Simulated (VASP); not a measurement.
Wanted: the native input for a VASP 6.6.1 run.

* Task: single point
* Functional: LDA
* Potentials or basis: VASP PAW LDA potentials, release 64 (Ir)
* Cutoff: 520 eV
* k mesh: 22 × 22 × 22
* Occupations: gaussian, width 0.15 eV
* Spin: no spin polarisation
* Dipole correction: no
* Further INCAR settings: ALGO = Fast; EDIFF = 1e-06; NBANDS = 10

The structure of Ir lies in POSCAR:

```
Ir
1.0
    0.0000000000      1.9510933528      1.6718918941
    1.9510933528      0.0000000000      1.6718918941
    1.9510933528      1.9510933528      0.0000000000
Ir
1
Direct
    0.0000000000      0.0000000000      0.0000000000
```

This cell differs from its parent crystal: volume 12.729 Å^3 an atom, c/a of the conventional cell 0.8569.

The input as run:

INCAR

```
SYSTEM = Ir
PREC = Accurate
ENCUT = 520
EDIFF = 1E-6
ISMEAR = 0
SIGMA = 0.15
LREAL = .False.
LASPH = .True.
NELM = 60
ALGO = Fast
ISIF = 2
LWAVE = .False.
LCHARG = .True.
GGA = CA
LELF = .True.
LVHAR = .True.
NBANDS = 10
```

KPOINTS

```
regular mesh
0
Gamma
  22 22 22
  0 0 0
```

Potentials or basis: VASP PAW LDA potentials, release 64 (Ir).

Launch:

```sh
$ cat potpaw_LDA.64/Ir/POTCAR > POTCAR
$ mpirun -np 1 vasp_std > vasp.out
```

It gave:

The pressure is 50.8 GPa.

Wall time 81 s on 1 thread of AMD EPYC 9R45 96-Core Processor (Zen 5), with other jobs on the host, peak memory 0.19 GiB.
